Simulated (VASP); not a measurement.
# WSe2: single point with r2SCAN

Crystal: WSe2.

```
CELL_PARAMETERS angstrom
3.43899 0.00000 0.00000
-1.71950 2.85547 0.00000
0.00000 0.00000 7.18427
ATOMIC_POSITIONS crystal
W 0.99820 0.99640 0.00000
Se 0.33423 0.66847 0.22850
Se 0.33423 0.66847 0.77150
```

This cell differs from its parent crystal: uniaxial x strain +4.3%.

```
Program             : VASP 6.6.1
Task                : single point
Functional          : r2SCAN
Potentials or basis : VASP PAW PBE potentials, release 64 (W_sv, Se)
Cutoff              : 520 eV
k mesh              : 12 × 12 × 4
Occupations         : gaussian, width 0.01 eV
Spin                : no spin polarisation
```

| Quantity | Value |
| --- | --- |
| Pressure | -1.5 GPa |
| Largest force | 0.019 eV/Å |
| Band gap on the k mesh | 1.16 eV (least direct gap 1.41 eV) |

Forces on the atoms (eV/Å):
```
W    0.000 -0.001  0.000
Se   0.000  0.000  0.019
Se   0.000  0.000 -0.019
```

Stress tensor (GPa, compression positive):
```
-5.35  0.00  0.00
 0.00 -0.26  0.00
 0.00  0.00  1.02
```

Levels at points of the mesh, in eV from the valence-band top:
| k point | band 10 | band 11 | band 12 | band 13 | band 14 | band 15 | band 16 | band 17 |
| --- | --- | --- | --- | --- | --- | --- | --- | --- |
| (0.00, 0.00, 0.00) | -1.92 | -1.72 | -1.54 | -0.67 | 2.61 | 2.66 | 2.83 | 3.06 |
| (0.50, 0.00, 0.00) | -3.34 | -2.05 | -1.43 | -1.39 | 1.93 | 2.44 | 3.93 | 4.10 |
| (0.00, 0.50, 0.00) | -3.79 | -1.91 | -1.85 | -1.22 | 2.08 | 2.43 | 3.97 | 4.07 |
| (0.00, 0.00, 0.50) | -2.71 | -1.93 | -1.65 | 0.00 | 2.55 | 2.74 | 2.77 | 3.13 |
| (0.50, 0.00, 0.50) | -3.37 | -2.72 | -1.35 | -1.16 | 1.95 | 2.54 | 3.43 | 4.26 |
| (0.00, 0.50, 0.50) | -3.82 | -2.57 | -1.79 | -0.98 | 2.09 | 2.56 | 3.33 | 4.09 |

Run time: 7.2 min on 1 thread of AMD EPYC 9R45 96-Core Processor (Zen 5), with other jobs on the host, peak memory 0.3 GiB.

Caveat: the cell differs from its parent crystal (uniaxial x strain +4.3%); the stress differs along the axes, from -5 to 1 GPa; the PAW data sets were made with another functional, which shifts forces and pressure a little; spin-orbit coupling is left out, which moves the levels of the heavy elements. A k mesh can miss the band edges.
